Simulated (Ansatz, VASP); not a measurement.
# Two plane-wave programs on BN

```xyz
2
Lattice="0.0000 3.3395 2.1688 1.2538 0.0000 2.1688 1.2538 3.3395 0.0000" Properties=species:S:1:pos:R:3 pbc="T T T"
B     1.2538    3.3395    0.0005
N     1.2538    3.3395    2.8915
```

Alike in both runs: task relaxation of cell and atoms; functional PBEsol; k mesh 12 × 12 × 12; occupations gaussian, width 0.02 eV; no spin polarisation.

|  | VASP | Ansatz |
| --- | --- | --- |
| version | VASP 6.6.1 | Ansatz 0.2.0 |
| potentials or method | VASP PAW PBE potentials, release 64 (B_h, N_h), cutoff 910 eV | scalar-relativistic, plane waves, PAW |
| valence electrons in the cell | 8 | 8 |

|  | VASP | Ansatz | Ansatz less VASP |
| --- | --- | --- | --- |
| gap on the k mesh at the Fermi level, each at its own relaxed structure (eV) | 3.65 | 3.81 | +0.164 |
| relaxed volume (Å³/atom) | 9.27 | 9.65 | +0.379 |
| relaxed cell length with the largest relative difference (Å) | 3.638 | 3.769 | +0.1306 |

VASP's potentials were made for PBE, not for PBEsol.

Noted on VASP's run: the cutoff is short for stress, so the pressure is rough.
